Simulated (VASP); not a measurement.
# ZrO2 (Cubic zirconia) (Fm-3m) in VASP: a series of runs

The runs below take ZrO2 (Cubic zirconia) through single point, with PBE.

All numbers are computed with VASP 6.6.1; they aren't measurements. Logs are shortened: lines on timing, memory, paths and dates and some standing lists are left out, and cuts for length are marked.

### 1 The cell of the first run

Symmetry: Fm-3m, No. 225, cubic system. The conventional cell has a = 5.145 Å, b = 5.145 Å, c = 5.145 Å, α = 90.00°, β = 90.00°, γ = 90.00°. Zr (site symmetry m-3m) has 8 O at 2.23 Å within 2.9 Å. O (site symmetry -43m) has 4 Zr at 2.23 Å and 6 O at 2.57 Å within 2.9 Å.

### 2 Single point, PBE

Contents of INCAR:

```
PREC = Accurate ; ENCUT = 600
EDIFF = 1E-6 ; ISMEAR = 0
SIGMA = 0.05 ; LREAL = False
LASPH = True ; NELM = 120
ALGO = Normal ; ISIF = 2
LWAVE = False ; LCHARG = True
GGA = PE ; LELF = True
LVHAR = True ; NBANDS = 19
GGA_COMPAT = False
```

Contents of KPOINTS:

```
Automatic mesh
0
Gamma
  8 8 8
```

Contents of POSCAR:

```
ZrO2
1.0
    0.0000000000      2.5725167308      2.5725167308
    2.5725167308      0.0000000000      2.5725167308
    2.5725167308      2.5725167308      0.0000000000
Zr O
1 2
Direct
    0.0000000000      0.0000000000      0.0000000000
    0.2500000000      0.2500000000      0.2500000000
    0.7500000000      0.7500000000      0.7500000000
```

Potentials or basis: VASP PAW PBE potentials, release 64 (Zr_sv, O).

On the command line:

```bash
cat potpaw_PBE.64/Zr_sv/POTCAR potpaw_PBE.64/O/POTCAR > POTCAR
mpirun -np 1 vasp_std > vasp.out
```

OUTCAR:

```text
PREC = Accurate
   ENCUT = 600
   EDIFF = 1E-6
   ISMEAR = 0
   LREAL = False
   LASPH = True
   NELM = 120
   ISIF = 2
   GGA = PE

 ion  position               nearest neighbor table
   1  0.000  0.000  0.000-   3 2.23   3 2.23   3 2.23   2 2.23   2 2.23   2 2.23   3 2.23   2 2.23

   2  0.250  0.250  0.250-   1 2.23   1 2.23   1 2.23   1 2.23
   3  0.750  0.750  0.750-   1 2.23   1 2.23   1 2.23   1 2.23

  LATTYP: Found a face centered cubic cell.
 ALAT       =     5.1450334616

  Lattice vectors:

 A1 = (   0.0000000000,   2.5725167308,   2.5725167308)
 A2 = (   2.5725167308,   0.0000000000,   2.5725167308)
 A3 = (   2.5725167308,   2.5725167308,   0.0000000000)

Analysis of symmetry for initial positions (statically):
=====================================================================
 Subroutine PRICEL returns:
 Original cell was already a primitive cell.

 Routine SETGRP: Setting up the symmetry group for a
 face centered cubic supercell.

 Subroutine GETGRP returns: Found 48 space group operations
 (whereof 48 operations were pure point group operations)
 out of a pool of 48 trial point group operations.

The static configuration has the point symmetry O_h .

Analysis of symmetry for dynamics (positions and initial velocities):
=====================================================================
 Subroutine PRICEL returns:
 Original cell was already a primitive cell.

 Routine SETGRP: Setting up the symmetry group for a
 face centered cubic supercell.

 Subroutine GETGRP returns: Found 48 space group operations
 (whereof 48 operations were pure point group operations)
 out of a pool of 48 trial point group operations.

The dynamic configuration has the point symmetry O_h .

 Subroutine INISYM returns: Found 48 space group operations
 (whereof 48 operations are pure point group operations),
 and found     1 'primitive' translations

----------------------------------------------------------------------------------------

                                     Primitive cell

  volume of cell :      34.0490

  direct lattice vectors                    reciprocal lattice vectors
     0.000000000  2.572516731  2.572516731    -0.194362196  0.194362196  0.194362196
     2.572516731  0.000000000  2.572516731     0.194362196 -0.194362196  0.194362196
     2.572516731  2.572516731  0.000000000     0.194362196  0.194362196 -0.194362196

  length of vectors
     3.638088050  3.638088050  3.638088050     0.336645198  0.336645198  0.336645198

  position of ions in fractional coordinates (direct lattice)
     0.000000000  0.000000000  0.000000000
     0.250000000  0.250000000  0.250000000
     0.750000000  0.750000000  0.750000000

  ion indices of the primitive-cell ions
   primitive index   ion index
                 1           1
                 2           2
                 3           3

----------------------------------------------------------------------------------------

 KPOINTS: Automatic mesh

Automatic generation of k-mesh.
 Grid dimensions read from file:
 generate k-points for:    8    8    8

 Generating k-lattice:

  Cartesian coordinates                     Fractional coordinates (reciprocal lattice)
    -0.024295274  0.024295274  0.024295274     0.125000000  0.000000000  0.000000000
     0.024295274 -0.024295274  0.024295274     0.000000000  0.125000000  0.000000000
     0.024295274  0.024295274 -0.024295274     0.000000000  0.000000000  0.125000000

  Length of vectors
     0.042080650  0.042080650  0.042080650

  Shift w.r.t. Gamma in fractional coordinates (k-lattice)
     0.000000000  0.000000000  0.000000000

 Subroutine IBZKPT returns following result:
 ===========================================

 Found     29 irreducible k-points:

 Following reciprocal coordinates:
            Coordinates               Weight
  0.000000  0.000000  0.000000      1.000000
  0.125000  0.000000  0.000000      8.000000
  0.250000  0.000000  0.000000      8.000000
  0.375000  0.000000  0.000000      8.000000
  0.500000  0.000000  0.000000      4.000000
  0.125000  0.125000  0.000000      6.000000
[... 16 lines left out ...]
  0.500000  0.250000  0.125000     48.000000
 -0.375000  0.250000  0.125000     24.000000
 [... further k-points ...]
   k-points           NKPTS =     29   k-points in BZ     NKDIM =     29   number of bands    NBANDS=     19
   number of dos      NEDOS =    301   number of ions     NIONS =      3
   total plane-waves  NPLWV =  27000
   dimension x,y,z NGX =    30 NGY =   30 NGZ =   30
   dimension x,y,z NGXF=    60 NGYF=   60 NGZF=   60
   ions per type =               1   2
   NGX,Y,Z   is equivalent  to a cutoff of  13.71, 13.71, 13.71 a.u.
   NGXF,Y,Z  is equivalent  to a cutoff of  27.42, 27.42, 27.42 a.u.
 SYSTEM =  unknown system
   PREC   = accura    normal or accurate (medium, high low for compatibility)
   ISTART =      0    job   : 0-new  1-cont  2-samecut
   ICHARG =      2    charge: 1-file 2-atom 10-const
   ISPIN  =      1    spin polarized calculation?
   LNONCOLLINEAR =      F non collinear calculations
   LSORBIT =      F    spin-orbit coupling
   LASPH  =      T    aspherical Exc in radial PAW
   ENCUT  =  600.0 eV  44.10 Ry    6.64 a.u.   7.27  7.27  7.27*2*pi/ulx,y,z
   NELM   =    120;   NELMIN=  2; NELMDL= -5     # of ELM steps
   EDIFF  = 0.1E-05   stopping-criterion for ELM
   LREAL  =      F    real-space projection
   EDIFFG = 0.1E-04   stopping-criterion for IOM
   NSW    =      0    number of steps for IOM
   IBRION =     -1    ionic relax: 0-MD 1-quasi-New 2-CG
   NFREE  =      0    steps in history (QN), initial steepest desc. (CG)
   ISIF   =      2    stress and relaxation
   ISYM   =      2    0-nonsym 1-usesym 2-fastsym
   POTIM  = 0.5000    time-step for ionic-motion
   TEBEG  =    0.0;   TEEND  =   0.0 temperature during run
   PSTRESS=    0.0 pullay stress
   NELECT =      24.0000    total number of electrons
   NUPDOWN=      -1.0000    fix difference up-down
   EMIN   =  10.00;   EMAX   =-10.00  energy-range for DOS
   EFERMI =   0.00;   METHOD = LEGACY
   ISMEAR =     0;   SIGMA  =   0.05  broadening in eV -4-tet -1-fermi 0-gaus
   EFERMI_NEDOS =   21; number of points for ismear=-14 and -15
   IALGO  =     38    algorithm
   IMIX   =      4    mixing-type and parameters
     AMIX     =   0.40;   BMIX     =  1.00
     AMIX_MAG =   1.60;   BMIX_MAG =  1.00
  volume/ion in A,a.u.               =      11.35        76.59
  Fermi-wavevector in a.u.,A,eV,Ry     =   1.456947  2.753230 28.881006  2.122694
  Thomas-Fermi vector in A             =   2.573806
   LORBIT       =      0    0 simple, 1 ext, 2 COOP (PROOUT), +10 PAW based schemes
   GGA     = PE    functional components
   LHFCALC =     F    Hartree Fock is set to
   AEXX    =    0.0000 exact exchange contribution
   IVDW    =     0    specifies the selected vdW correction
   LEPSILON=     F    determine dielectric tensor
   LRPA    =     F    only Hartree local field effects (RPA)
 non-spin polarized calculation
 Gauss-broadening in eV      SIGMA  =   0.05
  energy-cutoff  :      600.00
  volume of cell :       34.05
 maximum number of plane-waves:      1158
 NGX is ok and might be reduce to    30
   NGX = 15   NGY = 15   NGZ = 15

 number of electron      23.9999994 magnetization

 Free energy of the ion-electron system (eV)
  ---------------------------------------------------
  ext. energy  EPLUGINS =         0.00000000
  ---------------------------------------------------
  free energy    TOTEN  =       -28.56821902 eV

  energy without entropy =      -28.56821902  energy(sigma->0) =      -28.56821902

 E-fermi :   7.1530     XC(G=0): -11.6099

 val. band max:        6.8611914381   @ k =   0.5000   0.5000   0.0000
 cond. band min:      10.1252017292   @ k =   0.0000   0.0000   0.0000
 fundamental gap:      3.2640102911
 Fermi energy:         7.1530221063

 k-point     1 :       0.0000    0.0000    0.0000
  band No.  band energies     occupation
      1     -41.3802      2.00000
      2     -19.1957      2.00000
      3     -19.1957      2.00000
      4     -19.1957      2.00000
      5     -11.1807      2.00000
      6      -8.7421      2.00000
[... 11 lines left out ...]
     18      15.8431      0.00000
     19      20.9884      0.00000

 k-point     2 :       0.1250    0.0000    0.0000
  band No.  band energies     occupation
      1     -41.3744      2.00000
      2     -19.2904      2.00000
      3     -19.2047      2.00000
      4     -19.2047      2.00000
      5     -10.9834      2.00000
      6      -8.8865      2.00000
[... 11 lines left out ...]
     18      15.6311      0.00000
     19      20.6204      0.00000

 k-point     3 :       0.2500    0.0000    0.0000
  band No.  band energies     occupation
      1     -41.3606      2.00000
      2     -19.5057      2.00000
      3     -19.2263      2.00000
      4     -19.2263      2.00000
      5     -10.5492      2.00000
      6      -9.1563      2.00000
[... 11 lines left out ...]
     18      15.6499      0.00000
     19      19.8916      0.00000

 k-point     4 :       0.3750    0.0000    0.0000
  band No.  band energies     occupation
      1     -41.3467      2.00000
      2     -19.7055      2.00000
      3     -19.2477      2.00000
      4     -19.2477      2.00000
      5     -10.2734      2.00000
      6      -9.2191      2.00000
[... 11 lines left out ...]
     18      16.0717      0.00000
     19      19.8879      0.00000

 k-point     5 :       0.5000    0.0000    0.0000
  band No.  band energies     occupation
      1     -41.3409      2.00000
      2     -19.7844      2.00000
      3     -19.2565      2.00000
      4     -19.2565      2.00000
      5     -10.2462      2.00000
      6      -9.1438      2.00000
[... 11 lines left out ...]
     18      15.7989      0.00000
     19      20.3771      0.00000

 k-point     6 :       0.1250    0.1250    0.0000
  band No.  band energies     occupation
      1     -41.3725      2.00000
      2     -19.3009      2.00000
      3     -19.2181      2.00000
      4     -19.2181      2.00000
      5     -10.9128      2.00000
      6      -8.9379      2.00000
[... 11 lines left out ...]
     18      15.5498      0.00000
     19      20.7066      0.00000

 k-point     7 :       0.2500    0.1250    0.0000
  band No.  band energies     occupation
      1     -41.3614      2.00000
      2     -19.4601      2.00000
      3     -19.2433      2.00000
      4     -19.2427      2.00000
      5     -10.5368      2.00000
      6      -9.1796      2.00000
[... 11 lines left out ...]
     18      15.5458      0.00000
     19      20.4067      0.00000

 k-point     8 :       0.3750    0.1250    0.0000
  band No.  band energies     occupation
      1     -41.3475      2.00000
      2     -19.6456      2.00000
      3     -19.2834      2.00000
      4     -19.2641      2.00000
      5     -10.1767      2.00000
      6      -9.3260      2.00000
[... 256 lines left out ...]
 k-point    20 :      -0.3750    0.3750    0.0000
  band No.  band energies     occupation
      1     -41.3290      2.00000
      2     -19.7035      2.00000
      3     -19.4998      2.00000
      4     -19.3176      2.00000
      5      -9.7414      2.00000
      6      -9.3824      2.00000
[... 11 lines left out ...]
     18      18.8113      0.00000
     19      21.2637      0.00000

 k-point    21 :       0.5000    0.5000    0.0000
  band No.  band energies     occupation
      1     -41.3280      2.00000
      2     -19.8314      2.00000
      3     -19.3468      2.00000
      4     -19.3468      2.00000
      5      -9.8733      2.00000
      6      -9.2423      2.00000
[... 11 lines left out ...]
     18      19.9311      0.00000
     19      20.2477      0.00000

 k-point    22 :       0.3750    0.2500    0.1250
  band No.  band energies     occupation
      1     -41.3502      2.00000
      2     -19.5732      2.00000
      3     -19.3211      2.00000
      4     -19.2544      2.00000
      5     -10.1589      2.00000
      6      -9.3885      2.00000
[... 11 lines left out ...]
     18      16.3415      0.00000
     19      20.6166      0.00000

 k-point    23 :       0.5000    0.2500    0.1250
  band No.  band energies     occupation
      1     -41.3391      2.00000
      2     -19.6680      2.00000
      3     -19.3993      2.00000
      4     -19.2789      2.00000
      5      -9.8989      2.00000
      6      -9.4420      2.00000
[... 11 lines left out ...]
     18      17.2026      0.00000
     19      20.7302      0.00000

 k-point    24 :      -0.3750    0.2500    0.1250
  band No.  band energies     occupation
      1     -41.3344      2.00000
      2     -19.7038      2.00000
      3     -19.4319      2.00000
      4     -19.2908      2.00000
      5      -9.8961      2.00000
      6      -9.3480      2.00000
[... 11 lines left out ...]
     18      17.3513      0.00000
     19      20.9469      0.00000

 [... further k-points ...]

------------------------ aborting loop because EDIFF is reached ----------------------------------------

  FORCE on cell =-STRESS in cart. coord.  units (eV):
  Direction    XX          YY          ZZ          XY          YZ          ZX
  --------------------------------------------------------------------------------------
  -------------------------------------------------------------------------------------
  Total       -0.8139600     -0.8139600     -0.8139600      0.0000000      0.0000000     -0.0000000
  in kB      -38.3009048    -38.3009048    -38.3009048      0.0000000      0.0000000     -0.0000000
  external PRESSURE =     -38.3009048 kB  Pullay stress =       0.0000000 kB

 VOLUME and BASIS-vectors are now :
 -----------------------------------------------------------------------------
  energy-cutoff  :      600.00
  volume of cell :       34.05
      direct lattice vectors                 reciprocal lattice vectors
     0.000000000  2.572516731  2.572516731    -0.194362196  0.194362196  0.194362196
     2.572516731  0.000000000  2.572516731     0.194362196 -0.194362196  0.194362196
     2.572516731  2.572516731  0.000000000     0.194362196  0.194362196 -0.194362196

 POSITION                                       TOTAL-FORCE (eV/Angst)
 -----------------------------------------------------------------------------------
      0.00000      0.00000      0.00000         0.000000     -0.000000      0.000000
      1.28626      1.28626      1.28626         0.000000      0.000000     -0.000000
      3.85878      3.85878      3.85878        -0.000000     -0.000000      0.000000
 -----------------------------------------------------------------------------------
    total drift:                                0.000000     -0.000000      0.000000

  FREE ENERGIE OF THE ION-ELECTRON SYSTEM (eV)
  ---------------------------------------------------
  free  energy   TOTEN  =       -28.5682190242 eV

  energy  without entropy=      -28.5682190242  energy(sigma->0) =      -28.56821902
```

Wall time 51 s (1 thread of Intel Xeon 8259CL, shared host); peak memory 0.18 GiB.

Results:

```yaml
Free_energy: -28.5682 eV
Pressure: -3.8 GPa
Band_gap_on_the_k_mesh: 3.26 eV, indirect (least direct gap 3.68 eV)
```

Levels at points of the mesh, in eV from the valence-band top:
| k point | band 9 | band 10 | band 11 | band 12 | band 13 | band 14 | band 15 | band 16 |
| --- | --- | --- | --- | --- | --- | --- | --- | --- |
| (0.00, 0.00, 0.00) | -5.05 | -0.52 | -0.52 | -0.52 | 3.26 | 3.26 | 6.34 | 8.98 |
| (0.50, 0.00, 0.00) | -2.47 | -2.44 | -1.61 | -1.61 | 3.87 | 3.87 | 5.80 | 8.13 |
| (0.50, 0.50, 0.00) | -3.09 | -1.46 | -1.46 | 0.00 | 3.68 | 4.57 | 5.55 | 7.00 |

A k mesh can miss the band edges.

### 3 Single point, PBE

This run uses another cell than the first one, of 11.16 Å³/atom, 0.983 times its volume.

Contents of INCAR:

```
PREC = Accurate
ENCUT = 600
EDIFF = 1E-6
ISMEAR = 0
SIGMA = 0.05
LREAL = False
LASPH = True
NELM = 120
ALGO = Normal
ISIF = 2
LWAVE = False
LCHARG = False
GGA = PE
NBANDS = 19
GGA_COMPAT = False
```

Contents of KPOINTS:

```
regular mesh
0
Gamma
  8 8 8
```

Contents of POSCAR:

```
ZrO2
1.0
    0.0000000000      2.5578660005      2.5578660005
    2.5578660005      0.0000000000      2.5578660005
    2.5578660005      2.5578660005      0.0000000000
Zr O
1 2
Direct
    0.0000000000      0.0000000000      0.0000000000
    0.2500000000      0.2500000000      0.2500000000
    0.7500000000      0.7500000000      0.7500000000
```

Potentials or basis: VASP PAW PBE potentials, release 64 (Zr_sv, O).

On the command line:

```bash
cat potpaw_PBE.64/Zr_sv/POTCAR potpaw_PBE.64/O/POTCAR > POTCAR
mpirun -np 1 vasp_std > vasp.out
```

It took 48 s on 1 thread of Intel Xeon 8259CL, shared host; peak memory 0.18 GiB.

The run converged. Its results:

```yaml
Free_energy: -28.5733 eV
Pressure: 0.1 GPa
Band_gap_on_the_k_mesh: 3.31 eV, indirect (least direct gap 3.74 eV)
```

Levels at points of the mesh, in eV from the valence-band top:
| k point | band 10 | band 11 | band 12 | band 13 | band 14 | band 15 |
| --- | --- | --- | --- | --- | --- | --- |
| (0.00, 0.00, 0.00) | -0.53 | -0.53 | -0.53 | 3.31 | 3.31 | 6.47 |
| (0.50, 0.00, 0.00) | -2.46 | -1.63 | -1.63 | 3.94 | 3.94 | 5.95 |
| (0.50, 0.50, 0.00) | -1.49 | -1.49 | 0.00 | 3.74 | 4.66 | 5.70 |

### 4 Single point, PBE (volume scaled by 1.040)

Contents of INCAR:

```
PREC     = Accurate       # precision mode
ENCUT    = 600            # plane-wave cutoff, eV
EDIFF    = 1E-6           # SCF threshold, eV
ISMEAR   = 0              # smearing method
SIGMA    = 0.05           # smearing width, eV
LREAL    = False          # projectors in reciprocal space
LASPH    = True           # aspherical terms in the spheres
NELM     = 120            # most SCF steps
ALGO     = Normal         # electronic algorithm
ISIF     = 2              # what is computed and relaxed
LWAVE    = False          # write WAVECAR
LCHARG   = False          # write CHGCAR
GGA      = PE             # functional
NBANDS   = 19             # bands
GGA_COMPAT= False
```

KPOINTS is that of step 3.

Contents of POSCAR:

```
ZrO2
1.0
    0.0000000000      2.5915259921      2.5915259921
    2.5915259921      0.0000000000      2.5915259921
    2.5915259921      2.5915259921      0.0000000000
Zr O
1 2
Direct
    0.0000000000      0.0000000000      0.0000000000
    0.2500000000      0.2500000000      0.2500000000
    0.7500000000      0.7500000000      0.7500000000
```

On the command line:

```bash
cat potpaw_PBE.64/Zr_sv/POTCAR potpaw_PBE.64/O/POTCAR > POTCAR
mpirun -np 1 vasp_std > vasp.out
```

It took 44 s on 1 thread of Intel Xeon 8259CL, shared host; peak memory 0.18 GiB.

The run converged. Its results:

```
Free energy            : -28.5409 eV
Pressure               : -8.4 GPa
Band gap on the k mesh : 3.20 eV, indirect (least direct gap 3.60 eV)
```

Levels at points of the mesh, in eV from the valence-band top:
| k point | band 9 | band 10 | band 11 | band 12 | band 13 | band 14 | band 15 | band 16 |
| --- | --- | --- | --- | --- | --- | --- | --- | --- |
| (0.00, 0.00, 0.00) | -4.93 | -0.51 | -0.51 | -0.51 | 3.20 | 3.20 | 6.18 | 8.72 |
| (0.50, 0.00, 0.00) | -2.43 | -2.42 | -1.59 | -1.59 | 3.78 | 3.78 | 5.60 | 7.90 |
| (0.50, 0.50, 0.00) | -3.05 | -1.43 | -1.43 | 0.00 | 3.60 | 4.45 | 5.36 | 6.81 |

Caveat: the cell differs from its parent crystal (volume scaled by 1.040).

### 5 Summary

```csv
cell,gap on the mesh (eV),pressure (GPa)
"a = 3.638 Å, angles 60.0°, 3 atoms",3.26,-3.8
"a = 3.617 Å, angles 60.0°, 3 atoms",3.31,0.1
"a = 3.665 Å, angles 60.0°, 3 atoms",3.20,-8.4
```

Alike in all rows: task single point; level PBE; potentials or basis VASP PAW PBE potentials, release 64 (Zr_sv, O); no spin polarisation; k mesh 8 × 8 × 8; cutoff (eV) 600; smearing gaussian 0.05 eV.

Absolute energies hang on the potentials; compare differences alone.
